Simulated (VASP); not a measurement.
# Na2S (Fm-3m) in VASP: settings compared

The runs below take Na2S through single point, with PBE, r2SCAN, HSE06.

All numbers are computed with VASP 6.6.1; they aren't measurements. Logs are shortened: lines on timing, memory, paths and dates and some standing lists are left out, and cuts for length are marked.

### Step 1. The cell of the first run

It takes space group Fm-3m (No. 225, cubic). Conventional cell: a = 6.511 Å, b = 6.511 Å, c = 6.511 Å, α = 90.00°, β = 90.00°, γ = 90.00°. Within 3.7 Å of S (site symmetry m-3m) lie 8 Na at 2.82 Å. Na (site symmetry -43m) has 4 S at 2.82 Å and 6 Na at 3.26 Å within 3.7 Å.

### Step 2. Single point, PBE

Contents of INCAR:

```
PREC = Accurate
ENCUT = 500
EDIFF = 1E-6
ISMEAR = 0
SIGMA = 0.01
LREAL = False
LASPH = True
NELM = 120
ALGO = Normal
ISIF = 2
LWAVE = False
LCHARG = False
GGA = PE
NBANDS = 17
GGA_COMPAT = False
```

Contents of KPOINTS:

```
regular mesh
0
Gamma
  4 4 4
```

Contents of POSCAR:

```
Na2S
1.0
    0.0000000000      3.2554324516      3.2554324516
    3.2554324516      0.0000000000      3.2554324516
    3.2554324516      3.2554324516      0.0000000000
S Na
1 2
Direct
    0.0000000000      0.0000000000      0.0000000000
    0.2500000000      0.2500000000      0.2500000000
    0.7500000000      0.7500000000      0.7500000000
```

Potentials or basis: VASP PAW PBE potentials, release 64 (S, Na_pv).

Started as:

```bash
cat potpaw_PBE.64/S/POTCAR potpaw_PBE.64/Na_pv/POTCAR > POTCAR
mpirun -np 1 vasp_std > vasp.out
```

OUTCAR:

```text
PREC = Accurate
   ENCUT = 500
   EDIFF = 1E-6
   ISMEAR = 0
   LREAL = False
   LASPH = True
   NELM = 120
   ISIF = 2
   GGA = PE

 ion  position               nearest neighbor table
   1  0.000  0.000  0.000-
   2  0.250  0.250  0.250-
   3  0.750  0.750  0.750-

  LATTYP: Found a face centered cubic cell.
 ALAT       =     6.5108649032

  Lattice vectors:

 A1 = (   0.0000000000,   3.2554324516,   3.2554324516)
 A2 = (   3.2554324516,   0.0000000000,   3.2554324516)
 A3 = (   3.2554324516,   3.2554324516,   0.0000000000)

Analysis of symmetry for initial positions (statically):
=====================================================================
 Subroutine PRICEL returns:
 Original cell was already a primitive cell.

 Routine SETGRP: Setting up the symmetry group for a
 face centered cubic supercell.

 Subroutine GETGRP returns: Found 48 space group operations
 (whereof 48 operations were pure point group operations)
 out of a pool of 48 trial point group operations.

The static configuration has the point symmetry O_h .

Analysis of symmetry for dynamics (positions and initial velocities):
=====================================================================
 Subroutine PRICEL returns:
 Original cell was already a primitive cell.

 Routine SETGRP: Setting up the symmetry group for a
 face centered cubic supercell.

 Subroutine GETGRP returns: Found 48 space group operations
 (whereof 48 operations were pure point group operations)
 out of a pool of 48 trial point group operations.

The dynamic configuration has the point symmetry O_h .

 Subroutine INISYM returns: Found 48 space group operations
 (whereof 48 operations are pure point group operations),
 and found     1 'primitive' translations

----------------------------------------------------------------------------------------

                                     Primitive cell

  volume of cell :      69.0011

  direct lattice vectors                    reciprocal lattice vectors
     0.000000000  3.255432452  3.255432452    -0.153589426  0.153589426  0.153589426
     3.255432452  0.000000000  3.255432452     0.153589426 -0.153589426  0.153589426
     3.255432452  3.255432452  0.000000000     0.153589426  0.153589426 -0.153589426

  length of vectors
     4.603876724  4.603876724  4.603876724     0.266024688  0.266024688  0.266024688

  position of ions in fractional coordinates (direct lattice)
     0.000000000  0.000000000  0.000000000
     0.250000000  0.250000000  0.250000000
     0.750000000  0.750000000  0.750000000

  ion indices of the primitive-cell ions
   primitive index   ion index
                 1           1
                 2           2
                 3           3

----------------------------------------------------------------------------------------

 KPOINTS: regular mesh

Automatic generation of k-mesh.
 Grid dimensions read from file:
 generate k-points for:    4    4    4

 Generating k-lattice:

  Cartesian coordinates                     Fractional coordinates (reciprocal lattice)
    -0.038397356  0.038397356  0.038397356     0.250000000  0.000000000  0.000000000
     0.038397356 -0.038397356  0.038397356     0.000000000  0.250000000  0.000000000
     0.038397356  0.038397356 -0.038397356     0.000000000  0.000000000  0.250000000

  Length of vectors
     0.066506172  0.066506172  0.066506172

  Shift w.r.t. Gamma in fractional coordinates (k-lattice)
     0.000000000  0.000000000  0.000000000

 Subroutine IBZKPT returns following result:
 ===========================================

 Found      8 irreducible k-points:

 Following reciprocal coordinates:
            Coordinates               Weight
  0.000000  0.000000  0.000000      1.000000
  0.250000  0.000000  0.000000      8.000000
  0.500000  0.000000  0.000000      4.000000
  0.250000  0.250000  0.000000      6.000000
  0.500000  0.250000  0.000000     24.000000
 -0.250000  0.250000  0.000000     12.000000
  0.500000  0.500000  0.000000      3.000000
 -0.250000  0.500000  0.250000      6.000000
   k-points           NKPTS =      8   k-points in BZ     NKDIM =      8   number of bands    NBANDS=     17
   number of dos      NEDOS =    301   number of ions     NIONS =      3
   total plane-waves  NPLWV =  46656
   dimension x,y,z NGX =    36 NGY =   36 NGZ =   36
   dimension x,y,z NGXF=    72 NGYF=   72 NGZF=   72
   ions per type =               1   2
   NGX,Y,Z   is equivalent  to a cutoff of  13.00, 13.00, 13.00 a.u.
   NGXF,Y,Z  is equivalent  to a cutoff of  26.00, 26.00, 26.00 a.u.
 SYSTEM =  unknown system
   PREC   = accura    normal or accurate (medium, high low for compatibility)
   ISTART =      0    job   : 0-new  1-cont  2-samecut
   ICHARG =      2    charge: 1-file 2-atom 10-const
   ISPIN  =      1    spin polarized calculation?
   LNONCOLLINEAR =      F non collinear calculations
   LSORBIT =      F    spin-orbit coupling
   LASPH  =      T    aspherical Exc in radial PAW
   ENCUT  =  500.0 eV  36.75 Ry    6.06 a.u.   8.39  8.39  8.39*2*pi/ulx,y,z
   NELM   =    120;   NELMIN=  2; NELMDL= -5     # of ELM steps
   EDIFF  = 0.1E-05   stopping-criterion for ELM
   LREAL  =      F    real-space projection
   EDIFFG = 0.1E-04   stopping-criterion for IOM
   NSW    =      0    number of steps for IOM
   IBRION =     -1    ionic relax: 0-MD 1-quasi-New 2-CG
   NFREE  =      0    steps in history (QN), initial steepest desc. (CG)
   ISIF   =      2    stress and relaxation
   ISYM   =      2    0-nonsym 1-usesym 2-fastsym
   POTIM  = 0.5000    time-step for ionic-motion
   TEBEG  =    0.0;   TEEND  =   0.0 temperature during run
   PSTRESS=    0.0 pullay stress
   NELECT =      20.0000    total number of electrons
   NUPDOWN=      -1.0000    fix difference up-down
   EMIN   =  10.00;   EMAX   =-10.00  energy-range for DOS
   EFERMI =   0.00;   METHOD = LEGACY
   ISMEAR =     0;   SIGMA  =   0.01  broadening in eV -4-tet -1-fermi 0-gaus
   EFERMI_NEDOS =   21; number of points for ismear=-14 and -15
   IALGO  =     38    algorithm
   IMIX   =      4    mixing-type and parameters
     AMIX     =   0.40;   BMIX     =  1.00
     AMIX_MAG =   1.60;   BMIX_MAG =  1.00
  volume/ion in A,a.u.               =      23.00       155.21
  Fermi-wavevector in a.u.,A,eV,Ry     =   1.083427  2.047379 15.970697  1.173813
  Thomas-Fermi vector in A             =   2.219492
   LORBIT       =      0    0 simple, 1 ext, 2 COOP (PROOUT), +10 PAW based schemes
   GGA     = PE    functional components
   LHFCALC =     F    Hartree Fock is set to
   AEXX    =    0.0000 exact exchange contribution
   IVDW    =     0    specifies the selected vdW correction
   LEPSILON=     F    determine dielectric tensor
   LRPA    =     F    only Hartree local field effects (RPA)
 non-spin polarized calculation
 Gauss-broadening in eV      SIGMA  =   0.01
  energy-cutoff  :      500.00
  volume of cell :       69.00
 maximum number of plane-waves:      1807
 NGX is ok and might be reduce to    36
   NGX = 17   NGY = 17   NGZ = 17

 number of electron      19.9999984 magnetization

 Free energy of the ion-electron system (eV)
  ---------------------------------------------------
  ext. energy  EPLUGINS =         0.00000000
  ---------------------------------------------------
  free energy    TOTEN  =        -9.96751045 eV

  energy without entropy =       -9.96751045  energy(sigma->0) =       -9.96751045

 E-fermi :   0.3153     XC(G=0):  -7.8721

 val. band max:        0.2499092528   @ k =   0.0000   0.0000   0.0000
 cond. band min:       2.7822133466   @ k =   0.0000   0.0000   0.0000
 fundamental gap:      2.5323040938
 Fermi energy:         0.3152860419

 k-point     1 :       0.0000    0.0000    0.0000
  band No.  band energies     occupation
      1     -21.9656      2.00000
      2     -21.9656      2.00000
      3     -21.9656      2.00000
      4     -21.9096      2.00000
      5     -21.9096      2.00000
      6     -21.9096      2.00000
[... 9 lines left out ...]
     16       9.6380      0.00000
     17      11.5479      0.00000

 k-point     2 :       0.2500    0.0000    0.0000
  band No.  band energies     occupation
      1     -21.9602      2.00000
      2     -21.9578      2.00000
      3     -21.9578      2.00000
      4     -21.9215      2.00000
      5     -21.9182      2.00000
      6     -21.9182      2.00000
[... 9 lines left out ...]
     16       9.4412      0.00000
     17      10.6468      0.00000

 k-point     3 :       0.5000    0.0000    0.0000
  band No.  band energies     occupation
      1     -21.9469      2.00000
      2     -21.9413      2.00000
      3     -21.9393      2.00000
      4     -21.9393      2.00000
      5     -21.9377      2.00000
      6     -21.9377      2.00000
[... 9 lines left out ...]
     16      11.7143      0.00000
     17      11.7143      0.00000

 k-point     4 :       0.2500    0.2500    0.0000
  band No.  band energies     occupation
      1     -21.9714      2.00000
      2     -21.9714      2.00000
      3     -21.9515      2.00000
      4     -21.9305      2.00000
      5     -21.9058      2.00000
      6     -21.9058      2.00000
[... 9 lines left out ...]
     16      10.4609      0.00000
     17      12.8003      0.00000

 k-point     5 :       0.5000    0.2500    0.0000
  band No.  band energies     occupation
      1     -21.9773      2.00000
      2     -21.9673      2.00000
      3     -21.9656      2.00000
      4     -21.9140      2.00000
      5     -21.9125      2.00000
      6     -21.9077      2.00000
[... 9 lines left out ...]
     16      11.8084      0.00000
     17      12.3683      0.00000

 k-point     6 :      -0.2500    0.2500    0.0000
  band No.  band energies     occupation
      1     -21.9785      2.00000
      2     -21.9478      2.00000
      3     -21.9433      2.00000
      4     -21.9365      2.00000
      5     -21.9337      2.00000
      6     -21.9022      2.00000
[... 9 lines left out ...]
     16      11.2434      0.00000
     17      12.2953      0.00000

 k-point     7 :       0.5000    0.5000    0.0000
  band No.  band energies     occupation
      1     -21.9930      2.00000
      2     -21.9772      2.00000
      3     -21.9772      2.00000
      4     -21.9020      2.00000
      5     -21.9020      2.00000
      6     -21.8952      2.00000
[... 9 lines left out ...]
     16      12.0624      0.00000
     17      12.3145      0.00000

 k-point     8 :      -0.2500    0.5000    0.2500
  band No.  band energies     occupation
      1     -21.9879      2.00000
      2     -21.9824      2.00000
      3     -21.9398      2.00000
      4     -21.9398      2.00000
      5     -21.8990      2.00000
      6     -21.8982      2.00000
[... 9 lines left out ...]
     16      10.9213      0.00000
     17      12.3054      0.00000

------------------------ aborting loop because EDIFF is reached ----------------------------------------

  FORCE on cell =-STRESS in cart. coord.  units (eV):
  Direction    XX          YY          ZZ          XY          YZ          ZX
  --------------------------------------------------------------------------------------
  -------------------------------------------------------------------------------------
  Total        0.3738272      0.3738272      0.3738272     -0.0000000     -0.0000000      0.0000000
  in kB        8.6801132      8.6801132      8.6801132     -0.0000000     -0.0000000      0.0000000
  external PRESSURE =       8.6801132 kB  Pullay stress =       0.0000000 kB

 VOLUME and BASIS-vectors are now :
 -----------------------------------------------------------------------------
  energy-cutoff  :      500.00
  volume of cell :       69.00
      direct lattice vectors                 reciprocal lattice vectors
     0.000000000  3.255432452  3.255432452    -0.153589426  0.153589426  0.153589426
     3.255432452  0.000000000  3.255432452     0.153589426 -0.153589426  0.153589426
     3.255432452  3.255432452  0.000000000     0.153589426  0.153589426 -0.153589426

 POSITION                                       TOTAL-FORCE (eV/Angst)
 -----------------------------------------------------------------------------------
      0.00000      0.00000      0.00000        -0.000000     -0.000000     -0.000000
      1.62772      1.62772      1.62772         0.000000      0.000000     -0.000000
      4.88315      4.88315      4.88315         0.000000     -0.000000      0.000000
 -----------------------------------------------------------------------------------
    total drift:                                0.000000      0.000000      0.000000

  FREE ENERGIE OF THE ION-ELECTRON SYSTEM (eV)
  ---------------------------------------------------
  free  energy   TOTEN  =        -9.9675104496 eV

  energy  without entropy=       -9.9675104496  energy(sigma->0) =       -9.96751045
```

Wall time 6.4 s (1 thread of Intel Xeon 6975P-C (Granite Rapids), shared host); peak memory 0.19 GiB.

Results:

| Quantity | Value |
| --- | --- |
| Free energy | -9.9675 eV |
| Pressure | 0.9 GPa |
| Band gap on the k mesh | 2.53 eV, direct |

Levels at points of the mesh, in eV from the valence-band top:
| k point | band 6 | band 7 | band 8 | band 9 | band 10 | band 11 | band 12 | band 13 | band 14 | band 15 |
| --- | --- | --- | --- | --- | --- | --- | --- | --- | --- | --- |
| (0.00, 0.00, 0.00) | -22.16 | -10.16 | 0.00 | 0.00 | 0.00 | 2.53 | 7.79 | 7.79 | 7.79 | 9.39 |
| (0.50, 0.00, 0.00) | -22.19 | -9.91 | -1.66 | -0.13 | -0.13 | 4.85 | 6.51 | 7.18 | 7.18 | 11.29 |
| (0.50, 0.50, 0.00) | -22.15 | -9.83 | -1.49 | -0.46 | -0.46 | 3.85 | 6.05 | 8.57 | 9.86 | 9.86 |

### Step 3. Single point, PBE

Contents of INCAR:

```
PREC = Accurate
ENCUT = 500
EDIFF = 1E-6
ISMEAR = 0
SIGMA = 0.01
LREAL = F
LASPH = T
NELM = 120
ALGO = Normal
ISIF = 2
LWAVE = F
LCHARG = F
GGA = PE
NBANDS = 17
GGA_COMPAT = F
```

Contents of KPOINTS:

```
regular mesh
0
Gamma
  6 6 6
```

POSCAR is that of step 2.

Potentials or basis: VASP PAW PBE potentials, release 64 (S, Na_pv).

Started as:

```bash
cat potpaw_PBE.64/S/POTCAR potpaw_PBE.64/Na_pv/POTCAR > POTCAR
mpirun -np 1 vasp_std > vasp.out
```

Wall time 11 s (1 thread of Intel Xeon 6975P-C (Granite Rapids), shared host); peak memory 0.19 GiB.

It converged, with:

```yaml
Free_energy: -9.9712 eV
Pressure: 0.8 GPa
Band_gap_on_the_k_mesh: 2.53 eV, direct
```

Levels at points of the mesh, in eV from the valence-band top:
```
           k point  band 7  band 8  band 9  band 10  band 11  band 12  band 13  band 14
(0.00, 0.00, 0.00)  -10.16    0.00    0.00     0.00     2.53     7.79     7.79     7.79
(0.50, 0.00, 0.00)   -9.91   -1.66   -0.13    -0.13     4.85     6.51     7.18     7.18
(0.50, 0.50, 0.00)   -9.83   -1.49   -0.46    -0.46     3.85     6.05     8.57     9.86
```

PBE gaps usually lie below the measured ones, often by a third to a half.

### Step 4. Single point, r2SCAN

POSCAR is that of step 3.

Contents of INCAR.step1:

```
SYSTEM = Na2S
PREC     = Accurate       ! precision mode
ENCUT    = 550            ! plane-wave cutoff, eV
ISMEAR   = 0              ! smearing method
SIGMA    = 0.01           ! smearing width, eV
LREAL    = .FALSE.        ! projectors in reciprocal space
LASPH    = .TRUE.         ! aspherical terms in the spheres
NELM     = 120            ! most SCF steps
NBANDS   = 17             ! bands
GGA      = PE             ! functional
ALGO     = Normal         ! electronic algorithm
EDIFF    = 1E-5           ! SCF threshold, eV
LWAVE    = .TRUE.         ! write WAVECAR
LCHARG   = .FALSE.        ! write CHGCAR
GGA_COMPAT= .FALSE.
```

Contents of INCAR.step2:

```
SYSTEM = Na2S
PREC     = Accurate       ! precision mode
ENCUT    = 550            ! plane-wave cutoff, eV
EDIFF    = 1E-6           ! SCF threshold, eV
ISMEAR   = 0              ! smearing method
SIGMA    = 0.01           ! smearing width, eV
LREAL    = .FALSE.        ! projectors in reciprocal space
LASPH    = .TRUE.         ! aspherical terms in the spheres
NELM     = 120            ! most SCF steps
ALGO     = Normal         ! electronic algorithm
ISIF     = 2              ! what is computed and relaxed
LWAVE    = .FALSE.        ! write WAVECAR
LCHARG   = .FALSE.        ! write CHGCAR
METAGGA  = R2SCAN         ! meta-GGA
LMIXTAU  = .TRUE.       
NBANDS   = 17             ! bands
ISTART   = 1            
GGA_COMPAT= .FALSE.
```

Contents of KPOINTS:

```
Automatic mesh
0
G
  4 4 4
  0 0 0
```

Started as:

```bash
cat potpaw_PBE.64/S/POTCAR potpaw_PBE.64/Na_pv/POTCAR > POTCAR
cp INCAR.step1 INCAR
mpirun -np 1 vasp_std > vasp.out
cp INCAR.step2 INCAR
mpirun -np 1 vasp_std > vasp.out
```

It took 25 s on 1 thread of Intel Xeon 6975P-C (Granite Rapids), shared host; peak memory 0.21 GiB.

The run converged. Its results:

| Property | Result |
| --- | --- |
| Free energy | -18.9646 eV |
| Pressure | -0.1 GPa |
| Band gap on the k mesh | 3.11 eV, direct |

Levels at points of the mesh, in eV from the valence-band top:
```csv
k point,band 8,band 9,band 10,band 11,band 12,band 13
"(0.00, 0.00, 0.00)",0.00,0.00,0.00,3.11,8.47,8.47
"(0.50, 0.00, 0.00)",-1.63,-0.12,-0.12,5.56,6.98,7.69
"(0.50, 0.50, 0.00)",-1.44,-0.45,-0.45,4.20,6.77,9.43
```

Caveat: the PAW data sets were made with another functional, which shifts forces and pressure a little.

### Step 5. Single point, HSE06

POSCAR is that of step 4.

Contents of INCAR.step1:

```
PREC = Accurate ; ENCUT = 400
EDIFF = 1E-5 ; ISMEAR = 0
SIGMA = 0.01 ; LREAL = F
LASPH = T ; NELM = 120
ALGO = Normal ; ISIF = 2
LWAVE = T ; LCHARG = F
NBANDS = 17 ; GGA = PE
GGA_COMPAT = F
```

Contents of INCAR.step2:

```
PREC = Accurate ; ENCUT = 400
EDIFF = 1E-6 ; ISMEAR = 0
SIGMA = 0.01 ; LREAL = F
LASPH = T ; NELM = 120
ALGO = Normal ; ISIF = 2
LWAVE = F ; LCHARG = F
GGA = PE ; LHFCALC = T
HFSCREEN = 0.2079 ; PRECFOCK = Normal
NBANDS = 17 ; ISTART = 1
GGA_COMPAT = F
```

Contents of KPOINTS:

```
Automatic mesh
0
Gamma
  4 4 4
```

Started as:

```bash
cat potpaw_PBE.64/S/POTCAR potpaw_PBE.64/Na_pv/POTCAR > POTCAR
cp INCAR.step1 INCAR
mpirun -np 1 vasp_std > vasp.out
cp INCAR.step2 INCAR
mpirun -np 1 vasp_std > vasp.out
```

It took 2.1 min on 1 thread of Intel Xeon 6975P-C (Granite Rapids), shared host; peak memory 0.26 GiB.

Results (log left out):

| Item | Value |
| --- | --- |
| Free energy | -11.5008 eV |
| Pressure | 0.0 GPa |
| Band gap on the k mesh | 3.52 eV, direct |

Levels at points of the mesh, in eV from the valence-band top:
```
           k point  band 8  band 9  band 10  band 11  band 12  band 13
(0.00, 0.00, 0.00)    0.00    0.00     0.00     3.52     8.96     8.96
(0.50, 0.00, 0.00)   -1.78   -0.15    -0.15     5.95     7.60     8.29
(0.50, 0.50, 0.00)   -1.59   -0.51    -0.51     4.78     7.18     9.92
```

Caveat: the PAW data sets were made with another functional, which shifts forces and pressure a little.

### Step 6. The runs side by side

```csv
level,k mesh,cutoff (eV),grid for exact exchange (PRECFOCK),screening parameter,gap on the mesh (eV),pressure (GPa)
PBE,4 × 4 × 4,500,-,-,2.53,0.9
PBE,6 × 6 × 6,500,-,-,2.53,0.8
r2SCAN,4 × 4 × 4,550,-,-,3.11,-0.1
HSE06,4 × 4 × 4,400,Normal,0.2079 1/Å,3.52,0.0
```

Alike in all rows: task single point; potentials or basis VASP PAW PBE potentials, release 64 (S, Na_pv); no spin polarisation; cell as given; smearing gaussian 0.01 eV.

On the cell as given the gap runs from 2.53 eV (PBE) to 3.52 eV (HSE06); the meshes differ, which moves gaps too. The pressure there spans -0.1 GPa (r2SCAN) to 0.9 GPa (PBE); a positive pressure means that this level wants a larger cell, a negative one a smaller.

Caveats: the PAW data sets were made with another functional, which shifts forces and pressure a little (some runs).

Absolute energies hang on the potentials; compare differences alone.
